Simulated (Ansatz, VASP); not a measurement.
**Two plane-wave programs on SnSe**

File INCAR:

```
SYSTEM = SnSe
ALGO = Normal ; EDIFF = 1E-6
ENCUT = 500 ; GGA = CA
GGA_COMPAT = .False. ; ISIF = 2
ISMEAR = 0 ; LASPH = .True.
LCHARG = .True. ; LELF = .True.
LREAL = .False. ; LVHAR = .True.
LWAVE = .False. ; NBANDS = 28
NELM = 120 ; PREC = Accurate
SIGMA = 0.05
```

Contents of KPOINTS:

```
k-points
0
Gamma
  6 6 4
  0 0 0
```

File POSCAR:

```
SnSe
1.0
    4.1898989384      0.0000000000      0.0000000000
    0.0000000000      4.1898989384      0.0000000000
    0.0000000000      0.0000000000     10.9796229033
Sn Se
2 2
Direct
    0.3567984553      0.0000000000      0.3508399917
    0.0000000000      0.5000000000      0.6218366655
    0.5000000000      0.0000000000      0.6217782147
    0.0000000000      0.5000000000      0.3782217853
```

Input for Ansatz:

```yaml
crystal:
  lattice:
    - [4.1898989384, 0.0, 0.0]
    - [0.0, 4.1898989384, 0.0]
    - [0.0, 0.0, 10.9796229033]
  atoms:
    - { symbol: Sn, position: [0.3567984553, 0.0, 0.3508399917] }
    - { symbol: Sn, position: [0.0, 0.5, 0.6218366655] }
    - { symbol: Se, position: [0.5, 0.0, 0.6217782147] }
    - { symbol: Se, position: [0.0, 0.5, 0.3782217853] }
basis:
  ecutwfc: 420
kpoints:
  mp_grid: { grid: [6, 6, 4] }
hamiltonian:
  xc: lda
scf:
  occupations: { method: gaussian, width: 0.05 }
output:
  forces: true
  stress: true
  eigenvalues: true
  write_density: true
  write_potential: true
  elf: true
  volumetric_format: npy
```

Alike in both runs: task single point; functional LDA; k mesh 6 × 6 × 4; occupations gaussian, width 0.05 eV; no spin polarisation.

|  | VASP | Ansatz |
| --- | --- | --- |
| version | VASP 6.6.1 | Ansatz 0.2.0 |
| potentials or method | VASP PAW LDA potentials, release 64 (Sn_d, Se), cutoff 500 eV | scalar-relativistic, plane waves, PAW |
| valence electrons in the cell | 40 | 60 |

|  | VASP | Ansatz | Ansatz less VASP |
| --- | --- | --- | --- |
| gap on the k mesh at the Fermi level (eV) | 0.49 | 0.51 | +0.019 |
| least direct gap on the mesh (eV) | 0.74 | 0.75 | +0.009 |
| rms of the force components (eV/Å) | 0.713 | 0.703 | -0.0101 |

LDA's correlation is that of Perdew and Zunger in VASP and of Perdew and Wang (1992) in Ansatz. Atom by atom the forces differ by 0.015 eV/Å (rms over components). VASP's potentials hold 40 valence electrons a cell and Ansatz's 60, so a difference there can come from the potentials and not from the codes. Ansatz's warnings: xc potential rough in thin density.
